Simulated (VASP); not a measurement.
W:

```xyz
1
Lattice="-1.5772 1.5772 1.5772 1.5772 -1.5772 1.5772 1.5772 1.5772 -1.5772" Properties=species:S:1:pos:R:3 pbc="T T T"
W     0.0000    0.0000    0.0000
```

Base run:

```yaml
Program: VASP 6.6.1
Functional: PBE
Potentials_or_basis: VASP PAW PBE potentials, release 64 (W_sv)
Cutoff: 500 eV
k_mesh: 11 × 11 × 11
Occupations: fermi-dirac, width 0.05 eV
Spin: no spin polarisation
```

Its results: band gap on the k mesh zero (band 7 reaches 15.96 eV, above the bottom of band 8 at 10.35 eV); pressure 9.7 GPa.

Problem. The run is repeated on the same cell with these changes: functional from PBE to r2SCAN; cutoff from 500 eV to 550 eV. What comes out?

Solution. Band gap on the k mesh zero (band 7 reaches 15.94 eV, above the bottom of band 8 at 10.13 eV); pressure 6.2 GPa.

Caveats: spin-orbit coupling is left out, which moves the levels of the heavy elements; the PAW data sets were made with another functional, which shifts forces and pressure a little (some runs).
